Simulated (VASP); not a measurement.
## W: single point with revPBE

W:

```xyz
1
Lattice="-1.5823 1.5823 1.5823 1.5823 -1.5823 1.5823 1.5823 1.5823 -1.5823" Properties=species:S:1:pos:R:3 pbc="T T T"
W     0.0000    0.0000    0.0000
```

| Quantity | Value |
| --- | --- |
| Program | VASP 6.6.1 |
| Task | single point |
| Functional | revPBE |
| Potentials or basis | VASP PAW PBE potentials, release 64 (W_sv) |
| Cutoff | 520 eV |
| k mesh | 13 × 13 × 13 |
| Occupations | fermi-dirac, width 0.15 eV |
| Spin | no spin polarisation |
| Dipole correction | no |
| Further INCAR settings | ALGO = Normal; EDIFF = 1e-07; NBANDS = 13 |

```
Pressure               : 8.8 GPa
Band gap on the k mesh : zero (band 7 reaches 16.02 eV, above the bottom of band 8 at 10.28 eV)
```

Levels at points of the mesh, in eV from the Fermi level:
| k point | band 4 | band 5 | band 6 | band 7 | band 8 | band 9 | band 10 | band 11 |
| --- | --- | --- | --- | --- | --- | --- | --- | --- |
| (0.00, 0.00, 0.00) | -37.76 | -9.64 | -1.23 | -1.23 | -1.23 | 2.28 | 2.28 | 14.49 |

It took 36 s on 1 thread of Intel Xeon 8259CL, on a shared host, peak memory 0.14 GiB.

Caveat: the PAW data sets were made with another functional, which shifts forces and pressure a little; spin-orbit coupling is left out, which moves the levels of the heavy elements.
